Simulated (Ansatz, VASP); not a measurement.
## Two plane-wave programs on WS2

```
W S
1.0
     3.12978    0.00000    0.00000
    -1.56489    2.71047    0.00000
     0.00000    0.00000   17.51116
W S
1 2
Cartesian
  0.0000 1.8070 0.0000
  1.5649 0.9035 15.9005
  1.5649 0.9035 1.6106
```

Alike in both runs: task single point; functional r2SCAN; k mesh 12 × 12 × 2; occupations gaussian, width 0.05 eV; no spin polarisation.

|  | VASP | Ansatz |
| --- | --- | --- |
| version | VASP 6.6.1 | Ansatz 0.2.0 |
| potentials or method | VASP PAW PBE potentials, release 64 (W_sv, S), cutoff 520 eV | scalar-relativistic, plane waves, PAW |
| valence electrons in the cell | 26 | 26 |

Ansatz gave:

* gap on the k mesh at the Fermi level (eV): 2.01
* least direct gap on the mesh (eV): 2.25
* rms of the force components (eV/Å): 0.322

Question: What did VASP give for the same quantities?

Answer: gap on the k mesh at the Fermi level (eV): 2.01; least direct gap on the mesh (eV): 2.26; rms of the force components (eV/Å): 0.310.

VASP's potentials were made for PBE, not for r2SCAN. Atom by atom the forces differ by 0.011 eV/Å (rms over components).

Neither program's run includes spin-orbit coupling.
